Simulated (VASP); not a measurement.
# TiP2O2 (P-3m1) in VASP: notebook

The runs below take TiP2O2 through single point, relaxation of cell and atoms, with PBE+D3(BJ).

All numbers are computed with VASP 6.6.1; they aren't measurements. Logs are shortened: lines on timing, memory, paths and dates and some standing lists are left out, and cuts for length are marked.

## (1) The cell of the first run

It takes space group P-3m1 (No. 164, trigonal). Conventional cell: a = 3.158 Å, b = 3.158 Å, c = 7.819 Å, α = 90.00°, β = 90.00°, γ = 120.00°. Within 2.4 Å of Ti (site symmetry -3m) lie 2 O at 1.84 Å. Within 2.9 Å of P (site symmetry 3m) lie 3 P at 2.19 Å and 3 O at 2.34 Å. Within 2.4 Å of O (site symmetry 3m) lie 1 Ti at 1.84 Å and 3 P at 2.34 Å.

## (2) Single point, PBE+D3(BJ), collinear spin

File INCAR:

```
PREC     = Accurate       # precision mode
ENCUT    = 520            # plane-wave cutoff, eV
EDIFF    = 1E-6           # SCF threshold, eV
ISMEAR   = 0              # smearing method
SIGMA    = 0.1            # smearing width, eV
LREAL    = F              # projectors in reciprocal space
LASPH    = T              # aspherical terms in the spheres
NELM     = 150            # most SCF steps
ALGO     = Normal         # electronic algorithm
ISIF     = 2              # what is computed and relaxed
LWAVE    = F              # write WAVECAR
LCHARG   = F              # write CHGCAR
ISPIN    = 2              # spin polarisation
MAGMOM   = 1 0 0 0 0      # initial moments
LORBIT   = 11             # projections on sites
LMAXMIX  = 4              # l up to which the mixer works
GGA      = PE             # functional
IVDW     = 12             # dispersion correction
NBANDS   = 29             # bands
```

File KPOINTS:

```
Automatic mesh
0
Gamma
  6 6 2
```

File POSCAR:

```
TiP2O2
1.0
    3.1579147341      0.0000000000      0.0000000000
   -1.5789573670      2.7348343827      0.0000000000
    0.0000000000      0.0000000000      7.8188250572
Ti P O
1 2 2
Direct
    0.0000000000      0.0000000000      0.5000000000
    0.3333333333      0.6666666667      0.9227380816
    0.6666666667      0.3333333333      0.0772619184
    0.0000000000      0.0000000000      0.2650849296
    0.0000000000      0.0000000000      0.7349150704
```

Potentials or basis: VASP PAW PBE potentials, release 64 (Ti_sv, P, O).

Command:

```
> cat potpaw_PBE.64/Ti_sv/POTCAR potpaw_PBE.64/P/POTCAR potpaw_PBE.64/O/POTCAR > POTCAR
> mpirun -np 1 vasp_std > vasp.out
```

OUTCAR:

```text
PREC = Accurate
   ENCUT = 520
   EDIFF = 1E-6
   ISMEAR = 0
   LREAL = F
   LASPH = T
   NELM = 150
   ISIF = 2
   ISPIN = 2
   LORBIT = 11
   GGA = PE
   IVDW = 12
 IVDW          = 12

 ion  position               nearest neighbor table
   1  0.000  0.000  0.500-   4 1.84   5 1.84
   2  0.333  0.667  0.923-   3 2.19   3 2.19   3 2.19   5 2.34   5 2.34   5 2.34
   3  0.667  0.333  0.077-   2 2.19   2 2.19   2 2.19   4 2.34   4 2.34   4 2.34
   4  0.000  0.000  0.265-   1 1.84   3 2.34   3 2.34   3 2.34
   5  0.000  0.000  0.735-   1 1.84   2 2.34   2 2.34   2 2.34

  LATTYP: Found a hexagonal cell.
 ALAT       =     3.1579147341
 C/A-ratio  =     2.4759455893

  Lattice vectors:

 A1 = (   3.1579147341,   0.0000000000,   0.0000000000)
 A2 = (  -1.5789573670,   2.7348343827,   0.0000000000)
 A3 = (   0.0000000000,   0.0000000000,   7.8188250572)

Analysis of symmetry for initial positions (statically):
=====================================================================
 Subroutine PRICEL returns:
 Original cell was already a primitive cell.

 Routine SETGRP: Setting up the symmetry group for a
 hexagonal supercell.

 Subroutine GETGRP returns: Found 12 space group operations
 (whereof 12 operations were pure point group operations)
 out of a pool of 24 trial point group operations.

The static configuration has the point symmetry D_3d.

Analysis of symmetry for dynamics (positions and initial velocities):
=====================================================================
 Subroutine PRICEL returns:
 Original cell was already a primitive cell.

 Routine SETGRP: Setting up the symmetry group for a
 hexagonal supercell.

 Subroutine GETGRP returns: Found 12 space group operations
 (whereof 12 operations were pure point group operations)
 out of a pool of 24 trial point group operations.

The dynamic configuration has the point symmetry D_3d.

Analysis of structural, dynamic, and magnetic symmetry:
=====================================================================
 Subroutine PRICEL returns:
 Original cell was already a primitive cell.

 Routine SETGRP: Setting up the symmetry group for a
 hexagonal supercell.

 Subroutine GETGRP returns: Found 12 space group operations
 (whereof 12 operations were pure point group operations)
 out of a pool of 24 trial point group operations.

The overall configuration has the point symmetry D_3d.

 Subroutine INISYM returns: Found 12 space group operations
 (whereof 12 operations are pure point group operations),
 and found     1 'primitive' translations

----------------------------------------------------------------------------------------

                                     Primitive cell

  volume of cell :      67.5263

  direct lattice vectors                    reciprocal lattice vectors
     3.157914734  0.000000000  0.000000000     0.316664661  0.182826427  0.000000000
    -1.578957367  2.734834383  0.000000000     0.000000000  0.365652855  0.000000000
     0.000000000  0.000000000  7.818825057     0.000000000  0.000000000  0.127896454

  length of vectors
     3.157914734  3.157914734  7.818825057     0.365652855  0.365652855  0.127896454

  position of ions in fractional coordinates (direct lattice)
     0.000000000  0.000000000  0.500000000
     0.333333333  0.666666667  0.922738082
     0.666666667  0.333333333  0.077261918
     0.000000000  0.000000000  0.265084930
     0.000000000  0.000000000  0.734915070

  ion indices of the primitive-cell ions
   primitive index   ion index
                 1           1
                 2           2
                 3           3
                 4           4
                 5           5

----------------------------------------------------------------------------------------

 KPOINTS: Automatic mesh

Automatic generation of k-mesh.
[... 26 lines left out ...]
  0.500000 -0.000000  0.000000      3.000000
  0.166667  0.166667  0.000000      6.000000
  0.333333  0.166667  0.000000     12.000000
  0.333333  0.333333  0.000000      2.000000
  0.000000  0.000000  0.500000      1.000000
  0.166667 -0.000000  0.500000      6.000000
  0.333333 -0.000000  0.500000      6.000000
  0.500000 -0.000000  0.500000      3.000000
  0.166667  0.166667  0.500000      6.000000
  0.333333  0.166667  0.500000     12.000000
  0.333333  0.333333  0.500000      2.000000
   k-points           NKPTS =     14   k-points in BZ     NKDIM =     14   number of bands    NBANDS=     29
   number of dos      NEDOS =    301   number of ions     NIONS =      5
   total plane-waves  NPLWV =  34560
   dimension x,y,z NGX =    24 NGY =   24 NGZ =   60
   dimension x,y,z NGXF=    48 NGYF=   48 NGZF=  120
   ions per type =               1   2   2
   NGX,Y,Z   is equivalent  to a cutoff of  12.63, 12.63, 12.76 a.u.
   NGXF,Y,Z  is equivalent  to a cutoff of  25.27, 25.27, 25.51 a.u.
 SYSTEM =  unknown system
   PREC   = accura    normal or accurate (medium, high low for compatibility)
   ISTART =      0    job   : 0-new  1-cont  2-samecut
   ICHARG =      2    charge: 1-file 2-atom 10-const
   ISPIN  =      2    spin polarized calculation?
   LNONCOLLINEAR =      F non collinear calculations
   LSORBIT =      F    spin-orbit coupling
   LASPH  =      T    aspherical Exc in radial PAW
   ENCUT  =  520.0 eV  38.22 Ry    6.18 a.u.   5.87  5.87 14.54*2*pi/ulx,y,z
   NELM   =    150;   NELMIN=  2; NELMDL= -5     # of ELM steps
   EDIFF  = 0.1E-05   stopping-criterion for ELM
   LREAL  =      F    real-space projection
   EDIFFG = 0.1E-04   stopping-criterion for IOM
   NSW    =      0    number of steps for IOM
   IBRION =     -1    ionic relax: 0-MD 1-quasi-New 2-CG
   NFREE  =      0    steps in history (QN), initial steepest desc. (CG)
   ISIF   =      2    stress and relaxation
   ISYM   =      2    0-nonsym 1-usesym 2-fastsym
   POTIM  = 0.5000    time-step for ionic-motion
   TEBEG  =    0.0;   TEEND  =   0.0 temperature during run
   PSTRESS=    0.0 pullay stress
   NELECT =      34.0000    total number of electrons
   NUPDOWN=      -1.0000    fix difference up-down
   EMIN   =  10.00;   EMAX   =-10.00  energy-range for DOS
   EFERMI =   0.00;   METHOD = LEGACY
   ISMEAR =     0;   SIGMA  =   0.10  broadening in eV -4-tet -1-fermi 0-gaus
   EFERMI_NEDOS =   21; number of points for ismear=-14 and -15
   IALGO  =     38    algorithm
   IMIX   =      4    mixing-type and parameters
     AMIX     =   0.40;   BMIX     =  1.00
     AMIX_MAG =   1.60;   BMIX_MAG =  1.00
  volume/ion in A,a.u.               =      13.51        91.14
  Fermi-wavevector in a.u.,A,eV,Ry     =   1.302397  2.461174 23.078730  1.696239
  Thomas-Fermi vector in A             =   2.433468
   LORBIT       =     11    0 simple, 1 ext, 2 COOP (PROOUT), +10 PAW based schemes
   GGA     = PE    functional components
   LHFCALC =     F    Hartree Fock is set to
   AEXX    =    0.0000 exact exchange contribution
   IVDW    =    12    specifies the selected vdW correction
   LEPSILON=     F    determine dielectric tensor
   LRPA    =     F    only Hartree local field effects (RPA)
 spin polarized calculation
 Gauss-broadening in eV      SIGMA  =   0.10
  energy-cutoff  :      520.00
  volume of cell :       67.53
 maximum number of plane-waves:      1836
 NGX is ok and might be reduce to    24
   NGX = 11   NGY = 11   NGZ = 29

 number of electron      33.9999999 magnetization      -0.0002366

 number of electron      33.9999999 magnetization       0.0001013

 Free energy of the ion-electron system (eV)
  ---------------------------------------------------
  ext. energy  EPLUGINS =         0.00000000
  ---------------------------------------------------
  free energy    TOTEN  =       -31.26225645 eV

  energy without entropy =      -31.25358640  energy(sigma->0) =      -31.25792142

 E-fermi :   6.3162     XC(G=0): -10.8177

 val. band max:        6.2780231373   @ k =   0.1667   0.1667   0.5000
 cond. band min:       6.6422182198   @ k =   0.3333   0.1667   0.0000
 fundamental gap:      0.3641950825
 Fermi energy:         6.3161863992

 spin component 1

 k-point     1 :       0.0000    0.0000    0.0000
  band No.  band energies     occupation
      1     -50.5433      1.00000
      2     -26.8723      1.00000
      3     -26.7149      1.00000
      4     -26.7149      1.00000
      5     -12.4380      1.00000
      6     -11.5084      1.00000
[... 437 lines left out ...]
     28      15.6623      0.00000
     29      15.7677      0.00000
 Fermi energy:         6.3161863992

 spin component 2

 k-point     1 :       0.0000    0.0000    0.0000
  band No.  band energies     occupation
      1     -50.5432      1.00000
      2     -26.8722      1.00000
      3     -26.7146      1.00000
      4     -26.7146      1.00000
      5     -12.4380      1.00000
      6     -11.5083      1.00000
[... 437 lines left out ...]
     28      15.6595      0.00000
     29      15.7677      0.00000

------------------------ aborting loop because EDIFF is reached ----------------------------------------

 Edisp (eV)   -1.53138

 E8    (eV) :    -0.5929

  FORCE on cell =-STRESS in cart. coord.  units (eV):
  Direction    XX          YY          ZZ          XY          YZ          ZX
  --------------------------------------------------------------------------------------
  -------------------------------------------------------------------------------------
  Total      -0.12003    -0.12003     0.15356    -0.00000    -0.00000     0.00000
  in kB      -2.84788    -2.84788     3.64357    -0.00000    -0.00000     0.00000
  external pressure =       -0.68 kB  Pullay stress =        0.00 kB

 VOLUME and BASIS-vectors are now :
 -----------------------------------------------------------------------------
  energy-cutoff  :      520.00
  volume of cell :       67.53
      direct lattice vectors                 reciprocal lattice vectors
     3.157914734  0.000000000  0.000000000     0.316664661  0.182826427  0.000000000
    -1.578957367  2.734834383  0.000000000     0.000000000  0.365652855  0.000000000
     0.000000000  0.000000000  7.818825057     0.000000000  0.000000000  0.127896454

 POSITION                                       TOTAL-FORCE (eV/Angst)
 -----------------------------------------------------------------------------------
      0.00000      0.00000      3.90941        -0.000000      0.000000      0.000000
     -0.00000      1.82322      7.21473        -0.000000      0.000000      0.082951
      1.57896      0.91161      0.60410         0.000000      0.000000     -0.082951
      0.00000      0.00000      2.07265        -0.000000      0.000000     -0.077064
      0.00000      0.00000      5.74617         0.000000     -0.000000      0.077064
 -----------------------------------------------------------------------------------
    total drift:                                0.000000      0.000000      0.000000

  FREE ENERGIE OF THE ION-ELECTRON SYSTEM (eV)
  ---------------------------------------------------
  free  energy   TOTEN  =       -32.7936412039 eV

  energy  without entropy=      -32.7849711587  energy(sigma->0) =      -32.78930618

 total charge

# of ion       s       p       d       tot
------------------------------------------
    1        2.238   6.180   1.884  10.301
    2        1.097   1.300   0.000   2.396
    3        1.097   1.300   0.000   2.396
    4        1.595   3.340   0.000   4.935
    5        1.595   3.340   0.000   4.935
--------------------------------------------------
tot          7.621  15.459   1.884  24.964

 magnetization (x)

# of ion       s       p       d       tot
------------------------------------------
    1       -0.000  -0.000   0.000   0.000
    2       -0.000  -0.000   0.000  -0.000
    3       -0.000  -0.000   0.000  -0.000
    4       -0.000   0.000   0.000   0.000
    5       -0.000   0.000   0.000   0.000
--------------------------------------------------
tot         -0.000   0.000   0.000   0.000
```

Run time: 48 s. Hardware: 1 thread of Intel Xeon Platinum 8259CL at 2.50GHz (Skylake/Cascade Lake), shared host; peak memory 0.23 GiB.

What came out:

* Free energy: -32.7936 eV
* Pressure: -0.1 GPa
* Largest force: 0.083 eV/Å
* Band gap on the k mesh: zero (filled and empty bands overlap)
* Net moment: 0.00 μB per cell
* Valence electrons inside the program's atomic spheres: Ti 10.30; P 2.40; O 4.93
* Dispersion energy per atom: -0.306 eV

Forces on the atoms (eV/Å):
```
Ti   0.000  0.000  0.000
P    0.000  0.000  0.083
P    0.000  0.000 -0.083
O    0.000  0.000 -0.077
O    0.000  0.000  0.077
```

Stress tensor (GPa, compression positive):
```
-0.28  0.00  0.00
 0.00 -0.28  0.00
 0.00  0.00  0.36
```

Caveat: the k points lie up to 0.40 Å⁻¹ apart.

(Continued in part 2 of 2.)

The gap in the log of VASP goes by the Fermi energy; the results here count the filled bands.